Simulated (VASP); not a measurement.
# C (P6_3/mmc) in VASP: further runs, part 2 of 2

VASP 6.6.1. The steps go on from the part before.

**4. Single point, r2SCAN**

This run uses another cell than the first one, of 9.19 Å³/atom, 1.032 times its volume.

The input, POSCAR:

```
C
1.0
    2.4558081771      0.0000000000      0.0000000000
   -1.2279040886      2.1267922682      0.0000000000
    0.0000000000      0.0000000000      7.0364269094
C
4
Direct
    0.0000000000      0.0000000000      0.2500000000
    0.0000000000      0.0000000000      0.7500000000
    0.3333333333      0.6666666667      0.2500000000
    0.6666666667      0.3333333333      0.7500000000
```

The input, INCAR.step1:

```
PREC     = Accurate       # precision mode
ENCUT    = 520            # plane-wave cutoff, eV
ISMEAR   = 0              # smearing method
SIGMA    = 0.1            # smearing width, eV
LREAL    = F              # projectors in reciprocal space
LASPH    = T              # aspherical terms in the spheres
NELM     = 60             # most SCF steps
NBANDS   = 16             # bands
GGA      = PE             # functional
ALGO     = Normal         # electronic algorithm
EDIFF    = 1E-4           # SCF threshold, eV
LWAVE    = T              # write WAVECAR
LCHARG   = F              # write CHGCAR
```

The input, INCAR.step2:

```
PREC     = Accurate       # precision mode
ENCUT    = 520            # plane-wave cutoff, eV
EDIFF    = 1E-6           # SCF threshold, eV
ISMEAR   = 0              # smearing method
SIGMA    = 0.1            # smearing width, eV
LREAL    = F              # projectors in reciprocal space
LASPH    = T              # aspherical terms in the spheres
NELM     = 60             # most SCF steps
ALGO     = Normal         # electronic algorithm
ISIF     = 2              # what is computed and relaxed
LWAVE    = F              # write WAVECAR
LCHARG   = T              # write CHGCAR
METAGGA  = R2SCAN         # meta-GGA
LMIXTAU  = T            
LELF     = T              # ELF
LVHAR    = T            
NBANDS   = 16             # bands
ISTART   = 1
```

The input, KPOINTS:

```
regular mesh
0
Gamma
  24 24 8
```

Potentials or basis: VASP PAW PBE potentials, release 64 (C).

The run is started by

```bash
> cat potpaw_PBE.64/C/POTCAR > POTCAR
> cp INCAR.step1 INCAR
> mpirun -np 1 vasp_std > vasp.out
> cp INCAR.step2 INCAR
> mpirun -np 1 vasp_std > vasp.out
```

OUTCAR:

```text
PREC = Accurate
   ENCUT = 520
   EDIFF = 1E-6
   ISMEAR = 0
   LREAL = F
   LASPH = T
   NELM = 60
   ISIF = 2
   METAGGA = R2SCAN
   ISTART = 1

 ion  position               nearest neighbor table
   1  0.000  0.000  0.250-   3 1.42   3 1.42   3 1.42
   2  0.000  0.000  0.750-   4 1.42   4 1.42   4 1.42
   3  0.333  0.667  0.250-   1 1.42   1 1.42   1 1.42
   4  0.667  0.333  0.750-   2 1.42   2 1.42   2 1.42

  LATTYP: Found a hexagonal cell.
 ALAT       =     2.4558081771
 C/A-ratio  =     2.8652184544

  Lattice vectors:

 A1 = (   2.4558081771,   0.0000000000,   0.0000000000)
 A2 = (  -1.2279040886,   2.1267922682,   0.0000000000)
 A3 = (   0.0000000000,   0.0000000000,   7.0364269094)

Analysis of symmetry for initial positions (statically):
=====================================================================
 Subroutine PRICEL returns:
 Original cell was already a primitive cell.

 Routine SETGRP: Setting up the symmetry group for a
 hexagonal supercell.

 Subroutine GETGRP returns: Found 24 space group operations
 (whereof 12 operations were pure point group operations)
 out of a pool of 24 trial point group operations.

The static configuration has the point symmetry D_3d.
 The point group associated with its full space group is D_6h.

Analysis of symmetry for dynamics (positions and initial velocities):
=====================================================================
 Subroutine PRICEL returns:
 Original cell was already a primitive cell.

 Routine SETGRP: Setting up the symmetry group for a
 hexagonal supercell.

 Subroutine GETGRP returns: Found 24 space group operations
 (whereof 12 operations were pure point group operations)
[... 116 lines left out ...]
   TEBEG  =    0.0;   TEEND  =   0.0 temperature during run
   PSTRESS=    0.0 pullay stress
   NELECT =      16.0000    total number of electrons
   NUPDOWN=      -1.0000    fix difference up-down
   EMIN   =  10.00;   EMAX   =-10.00  energy-range for DOS
   EFERMI =   0.00;   METHOD = LEGACY
   ISMEAR =     0;   SIGMA  =   0.10  broadening in eV -4-tet -1-fermi 0-gaus
   EFERMI_NEDOS =   21; number of points for ismear=-14 and -15
   IALGO  =     38    algorithm
   IMIX   =      4    mixing-type and parameters
     AMIX     =   0.40;   BMIX     =  1.00
     AMIX_MAG =   1.60;   BMIX_MAG =  1.00
  volume/ion in A,a.u.               =       9.19        62.00
  Fermi-wavevector in a.u.,A,eV,Ry     =   1.240769  2.344713 20.946273  1.539508
  Thomas-Fermi vector in A             =   2.375195
   LORBIT       =      0    0 simple, 1 ext, 2 COOP (PROOUT), +10 PAW based schemes
   METAGGA = R2SCAN    functional components
   LHFCALC =     F    Hartree Fock is set to
   AEXX    =    0.0000 exact exchange contribution
   IVDW    =     0    specifies the selected vdW correction
   LEPSILON=     F    determine dielectric tensor
   LRPA    =     F    only Hartree local field effects (RPA)
 non-spin polarized calculation
 Gauss-broadening in eV      SIGMA  =   0.10
  energy-cutoff  :      520.00
  volume of cell :       36.75
 maximum number of plane-waves:      1014
   NGX =  9   NGY =  9   NGZ = 27

 number of electron      15.9999995 magnetization

 Free energy of the ion-electron system (eV)
  ---------------------------------------------------
  ext. energy  EPLUGINS =         0.00000000
  ---------------------------------------------------
  free energy    TOTEN  =       -39.75254752 eV

  energy without entropy =      -39.75210713  energy(sigma->0) =      -39.75232733

 E-fermi :   4.2768     XC(G=0): -10.8045

 val. band max:        4.2760984100   @ k =   0.3333   0.3333   0.2500
 cond. band min:       4.2816561683   @ k =   0.3333   0.3333   0.5000
 fundamental gap:      0.0055577583
 Fermi energy:         4.2767666341

 k-point     1 :       0.0000    0.0000    0.0000
  band No.  band energies     occupation
      1     -16.6608      2.00000
      2     -16.4578      2.00000
      3      -4.5815      2.00000
      4      -3.0073      2.00000
      5       1.0677      2.00000
      6       1.0677      2.00000
[... 433 lines left out ...]
      3      -9.6373      2.00000
      4      -9.5477      2.00000
      5      -2.6962      2.00000
      6      -2.6583      2.00000
[... 8 lines left out ...]
     15      18.6628      0.00000
     16      19.7545      0.00000

 [... further k-points ...]
[... 5 lines left out ...]
  --------------------------------------------------------------------------------------
  -------------------------------------------------------------------------------------
  Total        0.2386647      0.2386647     -0.0106674     -0.0000000      0.0000000      0.0000000
  in kB       10.4046403     10.4046403     -0.4650497     -0.0000000      0.0000000      0.0000000
  external PRESSURE =       6.7814103 kB  Pullay stress =       0.0000000 kB

 VOLUME and BASIS-vectors are now :
 -----------------------------------------------------------------------------
  energy-cutoff  :      520.00
  volume of cell :       36.75
      direct lattice vectors                 reciprocal lattice vectors
     2.455808177  0.000000000  0.000000000     0.407197927  0.235095833  0.000000000
    -1.227904089  2.126792268  0.000000000     0.000000000  0.470191666  0.000000000
     0.000000000  0.000000000  7.036426909     0.000000000  0.000000000  0.142117585

 POSITION                                       TOTAL-FORCE (eV/Angst)
 -----------------------------------------------------------------------------------
      0.00000      0.00000      1.75911        -0.000000     -0.000000     -0.000000
      0.00000      0.00000      5.27732         0.000000      0.000000     -0.000000
     -0.00000      1.41786      1.75911        -0.000000      0.000000      0.000000
      1.22790      0.70893      5.27732         0.000000     -0.000000      0.000000
 -----------------------------------------------------------------------------------
    total drift:                                0.000000     -0.000000      0.000000

  FREE ENERGIE OF THE ION-ELECTRON SYSTEM (eV)
  ---------------------------------------------------
  free  energy   TOTEN  =       -39.7525475186 eV

  energy  without entropy=      -39.7521071341  energy(sigma->0) =      -39.75232733
```

OUTCAR.step1:

```text
PREC = Accurate
   ENCUT = 520
   ISMEAR = 0
   LREAL = F
[... 687 lines left out ...]
      0.00000      0.00000      1.75911         0.000000     -0.000000      0.000000
      0.00000      0.00000      5.27732        -0.000000      0.000000     -0.000000
     -0.00000      1.41786      1.75911         0.000000     -0.000000     -0.000000
      1.22790      0.70893      5.27732        -0.000000      0.000000      0.000000
 -----------------------------------------------------------------------------------
    total drift:                                0.000000     -0.000000      0.000000

  FREE ENERGIE OF THE ION-ELECTRON SYSTEM (eV)
  ---------------------------------------------------
  free  energy   TOTEN  =       -36.8678677247 eV

  energy  without entropy=      -36.8674261558  energy(sigma->0) =      -36.86764694
```

OSZICAR.step1:

```text
N       E                     dE             d eps       ncg     rms          rms(c)
DAV:   1     0.338618450902E+02    0.33862E+02   -0.78913E+03  9792   0.917E+02
DAV:   2    -0.366210325476E+02   -0.70483E+02   -0.64207E+02 13824   0.190E+02
DAV:   3    -0.393310206612E+02   -0.27100E+01   -0.26947E+01 12712   0.344E+01
DAV:   4    -0.393548188655E+02   -0.23798E-01   -0.23788E-01 12512   0.386E+00
DAV:   5    -0.393552142837E+02   -0.39542E-03   -0.39540E-03 12440   0.471E-01    0.906E+00
DAV:   6    -0.374638205317E+02    0.18914E+01   -0.12734E+00 11688   0.710E+00    0.530E+00
DAV:   7    -0.368587731858E+02    0.60505E+00   -0.15805E+00 12160   0.802E+00    0.151E+00
DAV:   8    -0.368690874933E+02   -0.10314E-01   -0.73302E-02 11512   0.161E+00    0.345E-01
DAV:   9    -0.368676568830E+02    0.14306E-02   -0.20896E-03 12512   0.317E-01    0.108E-01
DAV:  10    -0.368678737090E+02   -0.21683E-03   -0.71406E-04 10568   0.170E-01    0.764E-02
DAV:  11    -0.368678677247E+02    0.59843E-05   -0.29098E-05  8152   0.375E-02
   1 F= -.36867868E+02 E0= -.36867647E+02  d E =-.441569E-03
```

It took 3.9 min on 1 thread of Intel Xeon 6975P-C (Granite Rapids), shared host; peak memory 0.24 GiB.

Results:

```yaml
Free_energy: -39.7525 eV
Pressure: 0.7 GPa
Band_gap_on_the_k_mesh: zero (band 8 reaches 4.28 eV, above the bottom of band 9 at 4.27 eV)
```

Stress tensor (GPa, compression positive):
```
 1.04  0.00  0.00
 0.00  1.04  0.00
 0.00  0.00 -0.05
```

Caveat: the PAW data sets were made with another functional, which shifts forces and pressure a little.

**5. Single point, r2SCAN (biaxial strain in the a-b plane: +1.5 %)**

The input, POSCAR:

```
C
1.0
    2.4926452998      0.0000000000      0.0000000000
   -1.2463226499      2.1586941522      0.0000000000
    0.0000000000      0.0000000000      6.9730990672
C
4
Direct
    0.0000000000      0.0000000000      0.2500000000
    0.0000000000      0.0000000000      0.7500000000
    0.3333333333      0.6666666667      0.2500000000
    0.6666666667      0.3333333333      0.7500000000
```

The input, INCAR.step1:

```
PREC = Accurate
ENCUT = 520
ISMEAR = 0
SIGMA = 0.1
LREAL = False
LASPH = True
NELM = 80
NBANDS = 16
GGA = PE
ALGO = Normal
EDIFF = 1E-4
LWAVE = True
LCHARG = False
```

The input, INCAR.step2:

```
PREC = Accurate
ENCUT = 520
EDIFF = 1E-6
ISMEAR = 0
SIGMA = 0.1
LREAL = False
LASPH = True
NELM = 80
ALGO = Normal
ISIF = 2
LWAVE = False
LCHARG = True
METAGGA = R2SCAN
LMIXTAU = True
LELF = True
LVHAR = True
NBANDS = 16
ISTART = 1
```

The input, KPOINTS:

```
Automatic mesh
0
Gamma
  24 24 8
```

Potentials or basis: VASP PAW PBE potentials, release 64 (C).

The run is started by

```bash
> cat potpaw_PBE.64/C/POTCAR > POTCAR
> cp INCAR.step1 INCAR
> mpirun -np 1 vasp_std > vasp.out
> cp INCAR.step2 INCAR
> mpirun -np 1 vasp_std > vasp.out
```

OUTCAR:

```text
PREC = Accurate
   ENCUT = 520
   EDIFF = 1E-6
   ISMEAR = 0
   LREAL = False
   LASPH = True
   NELM = 80
   ISIF = 2
   METAGGA = R2SCAN
   ISTART = 1

 ion  position               nearest neighbor table
   1  0.000  0.000  0.250-   3 1.44   3 1.44   3 1.44
   2  0.000  0.000  0.750-   4 1.44   4 1.44   4 1.44
   3  0.333  0.667  0.250-   1 1.44   1 1.44   1 1.44
   4  0.667  0.333  0.750-   2 1.44   2 1.44   2 1.44

  LATTYP: Found a hexagonal cell.
 ALAT       =     2.4926452998
 C/A-ratio  =     2.7974694465

  Lattice vectors:

 A1 = (   2.4926452998,   0.0000000000,   0.0000000000)
 A2 = (  -1.2463226499,   2.1586941522,   0.0000000000)
 A3 = (   0.0000000000,   0.0000000000,   6.9730990672)

Analysis of symmetry for initial positions (statically):
=====================================================================
 Subroutine PRICEL returns:
 Original cell was already a primitive cell.

 Routine SETGRP: Setting up the symmetry group for a
 hexagonal supercell.

 Subroutine GETGRP returns: Found 24 space group operations
[... 173 lines left out ...]

 val. band max:        4.0870870791   @ k =   0.3333   0.3333   0.2500
 cond. band min:       4.0929302433   @ k =   0.3333   0.3333   0.5000
 fundamental gap:      0.0058431642
 Fermi energy:         4.0877791372

 k-point     1 :       0.0000    0.0000    0.0000
  band No.  band energies     occupation
      1     -16.4824      2.00000
      2     -16.2586      2.00000
      3      -4.5030      2.00000
      4      -2.8215      2.00000
      5       0.8706      2.00000
      6       0.8706      2.00000
[... 433 lines left out ...]
      3      -9.5523      2.00000
      4      -9.4564      2.00000
      5      -2.7467      2.00000
      6      -2.7019      2.00000
[... 8 lines left out ...]
     15      18.3679      0.00000
     16      19.4409      0.00000

 [... further k-points ...]

------------------------ aborting loop because EDIFF is reached ----------------------------------------

  FORCE on cell =-STRESS in cart. coord.  units (eV):
  Direction    XX          YY          ZZ          XY          YZ          ZX
  --------------------------------------------------------------------------------------
  -------------------------------------------------------------------------------------
  Total       -3.8223472     -3.8223472      0.0580584      0.0000000      0.0000000      0.0000000
  in kB     -163.2162082   -163.2162082      2.4791218      0.0000000      0.0000000      0.0000000
  external PRESSURE =    -107.9844315 kB  Pullay stress =       0.0000000 kB

 VOLUME and BASIS-vectors are now :
 -----------------------------------------------------------------------------
  energy-cutoff  :      520.00
  volume of cell :       37.52
      direct lattice vectors                 reciprocal lattice vectors
     2.492645300  0.000000000  0.000000000     0.401180224  0.231621510  0.000000000
    -1.246322650  2.158694152  0.000000000     0.000000000  0.463243021  0.000000000
     0.000000000  0.000000000  6.973099067     0.000000000  0.000000000  0.143408259

 POSITION                                       TOTAL-FORCE (eV/Angst)
 -----------------------------------------------------------------------------------
      0.00000      0.00000      1.74327         0.000000      0.000000      0.000000
      0.00000      0.00000      5.22982         0.000000      0.000000      0.000000
     -0.00000      1.43913      1.74327        -0.000000     -0.000000      0.000000
      1.24632      0.71956      5.22982         0.000000      0.000000     -0.000000
 -----------------------------------------------------------------------------------
    total drift:                                0.000000      0.000000      0.000000

  FREE ENERGIE OF THE ION-ELECTRON SYSTEM (eV)
  ---------------------------------------------------
  free  energy   TOTEN  =       -39.6991797153 eV

  energy  without entropy=      -39.6987408592  energy(sigma->0) =      -39.69896029
```

OUTCAR.step1:

```text
PREC = Accurate
   ENCUT = 520
   ISMEAR = 0
   LREAL = False
   LASPH = True
[... 687 lines left out ...]
      0.00000      0.00000      1.74327         0.000000     -0.000000     -0.000000
      0.00000      0.00000      5.22982        -0.000000      0.000000     -0.000000
     -0.00000      1.43913      1.74327        -0.000000      0.000000     -0.000000
      1.24632      0.71956      5.22982        -0.000000      0.000000      0.000000
 -----------------------------------------------------------------------------------
    total drift:                                0.000000      0.000000      0.000000

  FREE ENERGIE OF THE ION-ELECTRON SYSTEM (eV)
  ---------------------------------------------------
  free  energy   TOTEN  =       -36.8425330735 eV

  energy  without entropy=      -36.8420933034  energy(sigma->0) =      -36.84231319
```

Run time: 4.5 min. Hardware: 1 thread of Intel Xeon 6975P-C (Granite Rapids), shared host; peak memory 0.25 GiB.

Results:

| Quantity | Value |
| --- | --- |
| Free energy | -39.6992 eV |
| Pressure | -10.8 GPa |
| Band gap on the k mesh | zero (band 8 reaches 4.10 eV, above the bottom of band 9 at 4.08 eV) |

Levels at points of the mesh, in eV from the Fermi level:
| k point | band 4 | band 5 | band 6 | band 7 | band 8 | band 9 | band 10 | band 11 | band 12 | band 13 |
| --- | --- | --- | --- | --- | --- | --- | --- | --- | --- | --- |
| (0.00, 0.00, 0.00) | -6.91 | -3.22 | -3.22 | -3.20 | -3.20 | 4.29 | 8.44 | 8.44 | 8.48 | 8.48 |
| (0.50, 0.00, 0.00) | -13.74 | -6.70 | -6.66 | -2.77 | -2.18 | 1.60 | 2.21 | 7.18 | 7.49 | 11.49 |
| (0.00, 0.00, 0.50) | -7.83 | -3.21 | -3.21 | -3.21 | -3.21 | 6.77 | 6.77 | 8.46 | 8.46 | 8.46 |
| (0.50, 0.00, 0.50) | -13.78 | -6.68 | -6.68 | -2.44 | -2.44 | 1.75 | 1.75 | 7.34 | 7.34 | 12.75 |

Caveat: the cell differs from its parent crystal (biaxial strain in the a-b plane: +1.5 %); the PAW data sets were made with another functional, which shifts forces and pressure a little.

**6. Summary**

| cell | gap on the mesh (eV) | pressure (GPa) |
| --- | --- | --- |
| a = 2.419, b = 2.419, c = 7.028 Å, angles 90.0, 90.0, 120.0°, 4 atoms | none | 13.9 |
| a = 2.419, b = 2.419, c = 7.100 Å, angles 90.0, 90.0, 120.0°, 4 atoms | none | 13.7 |
| a = 2.456, b = 2.456, c = 7.036 Å, angles 90.0, 90.0, 120.0°, 4 atoms | none | 0.7 |
| a = 2.493, b = 2.493, c = 6.973 Å, angles 90.0, 90.0, 120.0°, 4 atoms | none | -10.8 |

Alike in all rows: task single point; level r2SCAN; potentials or basis VASP PAW PBE potentials, release 64 (C); no spin polarisation; k mesh 24 × 24 × 8; cutoff (eV) 520; smearing gaussian 0.1 eV.

Caveats: the PAW data sets were made with another functional, which shifts forces and pressure a little.

Total energies depend on the potentials used, so only differences within one code and one set of settings carry meaning.
